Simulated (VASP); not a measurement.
# Ag (Fmmm) in VASP: further runs

Ag is run at these levels: r2SCAN; tasks: single point.

Program: VASP 6.6.1. These are calculated values, not measurements. Logs are shortened: lines on timing, memory, paths and dates and some standing lists are left out, and cuts for length are marked.

## Step 1: The cell of the first run

Symmetry: Fmmm, No. 69, orthorhombic system. The conventional cell has a = 3.311 Å, b = 4.507 Å, c = 4.859 Å, α = 90.00°, β = 90.00°, γ = 90.00°. Within 3.7 Å of Ag (site symmetry mmm) lie 14 Ag at 2.80 to 3.31 Å.

## Step 2: Single point, r2SCAN (strain -0.0750 x Voigt [0, 0, 0, 1, 0, 0])

POSCAR reads:

```
Ag
1.0
   -1.6556540000      1.5935669750      1.5935669750
    1.6556540000     -1.7177410250      1.7177410250
    1.6556540000      1.7177410250     -1.7177410250
Ag
1
Direct
    0.0000000000      0.0000000000      0.0000000000
```

INCAR.step1 reads:

```
SYSTEM = Ag
PREC     = Accurate       ! precision mode
ENCUT    = 520            ! plane-wave cutoff, eV
ISMEAR   = 0              ! smearing method
SIGMA    = 0.15           ! smearing width, eV
LREAL    = .FALSE.        ! projectors in reciprocal space
LASPH    = .TRUE.         ! aspherical terms in the spheres
NELM     = 100            ! most SCF steps
NBANDS   = 12             ! bands
GGA      = PE             ! functional
ALGO     = Normal         ! electronic algorithm
EDIFF    = 1E-4           ! SCF threshold, eV
LWAVE    = .TRUE.         ! write WAVECAR
LCHARG   = .FALSE.        ! write CHGCAR
```

INCAR.step2 reads:

```
SYSTEM = Ag
PREC     = Accurate       ! precision mode
ENCUT    = 520            ! plane-wave cutoff, eV
EDIFF    = 1E-6           ! SCF threshold, eV
ISMEAR   = 0              ! smearing method
SIGMA    = 0.15           ! smearing width, eV
LREAL    = .FALSE.        ! projectors in reciprocal space
LASPH    = .TRUE.         ! aspherical terms in the spheres
NELM     = 100            ! most SCF steps
ALGO     = Normal         ! electronic algorithm
ISIF     = 2              ! what is computed and relaxed
LWAVE    = .FALSE.        ! write WAVECAR
LCHARG   = .TRUE.         ! write CHGCAR
METAGGA  = R2SCAN         ! meta-GGA
LMIXTAU  = .TRUE.       
LELF     = .TRUE.         ! ELF
LVHAR    = .TRUE.       
NBANDS   = 12             ! bands
ISTART   = 1
```

KPOINTS reads:

```
Automatic mesh
0
G
  20 20 20
  0 0 0
```

Potentials or basis: VASP PAW PBE potentials, release 64 (Ag).

Command:

```sh
$ cat potpaw_PBE.64/Ag/POTCAR > POTCAR
$ cp INCAR.step1 INCAR
$ mpirun -np 1 vasp_std > vasp.out
$ cp INCAR.step2 INCAR
$ mpirun -np 1 vasp_std > vasp.out
```

OUTCAR:

```text
SYSTEM = Ag
   PREC = Accurate
   ENCUT = 520
   EDIFF = 1E-6
   ISMEAR = 0
   LREAL = .FALSE.
   LASPH = .TRUE.
   NELM = 100
   ISIF = 2
   METAGGA = R2SCAN
   ISTART = 1

 ion  position               nearest neighbor table
   1  0.000  0.000  0.000-

  LATTYP: Found a face centered orthorhombic cell.
 ALAT       =     3.3113080000
 B/A-ratio  =     1.3611805538
 C/A-ratio  =     1.4672465710

  Lattice vectors:

 A1 = (   0.0000000000,  -0.1241740500,   3.3113080000)
 A2 = (   1.6556540000,  -1.7177410250,   1.7177410250)
 A3 = (   1.6556540000,   1.5935669750,   1.5935669750)

Analysis of symmetry for initial positions (statically):
=====================================================================
 Subroutine PRICEL returns:
 Original cell was already a primitive cell.

 Routine SETGRP: Setting up the symmetry group for a
 face centered orthorhombic supercell.

 Subroutine GETGRP returns: Found  8 space group operations
 (whereof  8 operations were pure point group operations)
 out of a pool of  8 trial point group operations.

The static configuration has the point symmetry D_2h.

Analysis of symmetry for dynamics (positions and initial velocities):
=====================================================================
 Subroutine PRICEL returns:
 Original cell was already a primitive cell.

 Routine SETGRP: Setting up the symmetry group for a
 face centered orthorhombic supercell.

 Subroutine GETGRP returns: Found  8 space group operations
 (whereof  8 operations were pure point group operations)
 out of a pool of  8 trial point group operations.

The dynamic configuration has the point symmetry D_2h.

 Subroutine INISYM returns: Found  8 space group operations
 (whereof  8 operations are pure point group operations),
 and found     1 'primitive' translations

----------------------------------------------------------------------------------------

                                     Primitive cell

  volume of cell :      18.1283

  direct lattice vectors                    reciprocal lattice vectors
    -1.655654000  1.593566975  1.593566975     0.000000000  0.313761522  0.313761522
     1.655654000 -1.717741025  1.717741025     0.301995465  0.011340778  0.302420744
     1.655654000  1.717741025 -1.717741025     0.301995465  0.302420744  0.011340778

  length of vectors
     2.796444452  2.939805882  2.939805882     0.443725800  0.427537344  0.427537344

  position of ions in fractional coordinates (direct lattice)
     0.000000000  0.000000000  0.000000000
[... 79 lines left out ...]
   NSW    =      0    number of steps for IOM
   IBRION =     -1    ionic relax: 0-MD 1-quasi-New 2-CG
   NFREE  =      0    steps in history (QN), initial steepest desc. (CG)
   ISIF   =      2    stress and relaxation
   ISYM   =      2    0-nonsym 1-usesym 2-fastsym
   POTIM  = 0.5000    time-step for ionic-motion
   TEBEG  =    0.0;   TEEND  =   0.0 temperature during run
   PSTRESS=    0.0 pullay stress
   NELECT =      11.0000    total number of electrons
   NUPDOWN=      -1.0000    fix difference up-down
   EMIN   =  10.00;   EMAX   =-10.00  energy-range for DOS
   EFERMI =   0.00;   METHOD = LEGACY
   ISMEAR =     0;   SIGMA  =   0.15  broadening in eV -4-tet -1-fermi 0-gaus
   EFERMI_NEDOS =   21; number of points for ismear=-14 and -15
   IALGO  =     38    algorithm
   IMIX   =      4    mixing-type and parameters
     AMIX     =   0.40;   BMIX     =  1.00
     AMIX_MAG =   1.60;   BMIX_MAG =  1.00
  volume/ion in A,a.u.               =      18.13       122.34
  Fermi-wavevector in a.u.,A,eV,Ry     =   1.385968  2.619100 26.135530  1.920907
  Thomas-Fermi vector in A             =   2.510328
   LORBIT       =      0    0 simple, 1 ext, 2 COOP (PROOUT), +10 PAW based schemes
   METAGGA = R2SCAN    functional components
   LHFCALC =     F    Hartree Fock is set to
   AEXX    =    0.0000 exact exchange contribution
   IVDW    =     0    specifies the selected vdW correction
   LEPSILON=     F    determine dielectric tensor
   LRPA    =     F    only Hartree local field effects (RPA)
 non-spin polarized calculation
 Gauss-broadening in eV      SIGMA  =   0.15
  energy-cutoff  :      520.00
  volume of cell :       18.13
 maximum number of plane-waves:       501
 NGX is ok and might be reduce to    24
   NGX = 11   NGY = 11   NGZ = 11

 number of electron      11.0000002 magnetization

 Free energy of the ion-electron system (eV)
  ---------------------------------------------------
  ext. energy  EPLUGINS =         0.00000000
  ---------------------------------------------------
  free energy    TOTEN  =       -21.30359053 eV

  energy without entropy =      -21.30026389  energy(sigma->0) =      -21.30192721

 E-fermi :   7.6801     XC(G=0): -12.5411

 val. band max:        7.6769557860   @ k =  -0.4000   0.3000   0.3000
 cond. band min:       7.6801875416   @ k =   0.0000   0.5000   0.1000
 fundamental gap:      0.0032317556
 Fermi energy:         7.6800504327

 k-point     1 :       0.0000    0.0000    0.0000
  band No.  band energies     occupation
      1       0.1224      2.00000
      2       2.2697      2.00000
      3       2.5334      2.00000
      4       2.8594      2.00000
      5       3.8136      2.00000
      6       3.8501      2.00000
      7      25.2153      0.00000
      8      26.1249      0.00000
      9      26.6666      0.00000
     10      30.6719      0.00000
     11      31.5518      0.00000
     12      31.5803      0.00000
[... 331 lines left out ...]
 k-point    24 :       0.1000    0.1000    0.0000
  band No.  band energies     occupation
      1       1.0728      2.00000
      2       2.4248      2.00000
      3       2.6738      2.00000
      4       3.0333      2.00000
      5       3.5730      2.00000
      6       3.8238      2.00000
      7      23.5602      0.00000
      8      24.8081      0.00000
      9      26.0431      0.00000
     10      26.8236      0.00000
     11      28.5603      0.00000
     12      30.4189      0.00000

 [... further k-points ...]
[... 5 lines left out ...]
  --------------------------------------------------------------------------------------
  -------------------------------------------------------------------------------------
  Total       -0.3108397     -0.3494399     -0.3494399      0.0000000      0.3612716      0.0000000
  in kB      -27.4719507    -30.8834266    -30.8834266      0.0000000     31.9291123      0.0000000
  external PRESSURE =     -29.7462680 kB  Pullay stress =       0.0000000 kB

 VOLUME and BASIS-vectors are now :
 -----------------------------------------------------------------------------
  energy-cutoff  :      520.00
  volume of cell :       18.13
      direct lattice vectors                 reciprocal lattice vectors
    -1.655654000  1.593566975  1.593566975     0.000000000  0.313761522  0.313761522
     1.655654000 -1.717741025  1.717741025     0.301995465  0.011340778  0.302420744
     1.655654000  1.717741025 -1.717741025     0.301995465  0.302420744  0.011340778

 POSITION                                       TOTAL-FORCE (eV/Angst)
 -----------------------------------------------------------------------------------
      0.00000      0.00000      0.00000        -0.000000      0.000000      0.000000
 -----------------------------------------------------------------------------------
    total drift:                                0.000000      0.000000     -0.000000

  FREE ENERGIE OF THE ION-ELECTRON SYSTEM (eV)
  ---------------------------------------------------
  free  energy   TOTEN  =       -21.3035905330 eV

  energy  without entropy=      -21.3002638922  energy(sigma->0) =      -21.30192721
```

OSZICAR.step1:

```text
N       E                     dE             d eps       ncg     rms          rms(c)
DAV:   1     0.519412269747E+02    0.51941E+02   -0.54391E+03 28284   0.821E+02
DAV:   2    -0.209461168264E+01   -0.54036E+02   -0.51104E+02 32548   0.191E+02
DAV:   3    -0.290282961159E+01   -0.80822E+00   -0.80762E+00 32804   0.249E+01
DAV:   4    -0.290536178171E+01   -0.25322E-02   -0.25321E-02 31676   0.146E+00
DAV:   5    -0.290538290451E+01   -0.21123E-04   -0.21123E-04 31684   0.119E-01    0.448E+00
DAV:   6    -0.268001090880E+01    0.22537E+00   -0.92888E-01 30708   0.851E+00    0.301E+00
DAV:   7    -0.267395178968E+01    0.60591E-02   -0.66211E-03 31532   0.783E-01    0.173E+00
DAV:   8    -0.267152769714E+01    0.24241E-02   -0.73276E-04 31516   0.214E-01    0.712E-02
DAV:   9    -0.267153705606E+01   -0.93589E-05   -0.78085E-06 16184   0.233E-02
   1 F= -.26715371E+01 E0= -.26697928E+01  d E =-.348846E-02
```

Wall time 14 min (1 thread of Intel Xeon 8259CL, shared host); peak memory 0.35 GiB.

What came out:

| Item | Value |
| --- | --- |
| Free energy | -21.3036 eV |
| Pressure | -3.0 GPa |
| Band gap on the k mesh | zero (an odd number of electrons rules out a gap without spin polarisation) |

Levels at points of the mesh, in eV from the Fermi level:
| k point | band 3 | band 4 | band 5 | band 6 | band 7 | band 8 |
| --- | --- | --- | --- | --- | --- | --- |
| (0.00, 0.00, 0.00) | -5.15 | -4.82 | -3.87 | -3.83 | 17.54 | 18.44 |
| (0.50, 0.00, 0.00) | -4.00 | -3.95 | -2.78 | 0.58 | 4.70 | 13.18 |
| (0.00, 0.50, 0.00) | -3.91 | -3.78 | -2.96 | 0.11 | 3.89 | 12.97 |
| (0.00, 0.50, 0.50) | -3.81 | -3.62 | -3.08 | -0.32 | 3.08 | 14.06 |
| (0.50, 0.50, 0.50) | -3.40 | -3.18 | -2.93 | 6.92 | 6.98 | 7.16 |

Caveat: the cell differs from its parent crystal (strain -0.0750 x Voigt [0, 0, 0, 1, 0, 0]); the PAW data sets were made with another functional, which shifts forces and pressure a little.

(Continued in part 2 of 2.)
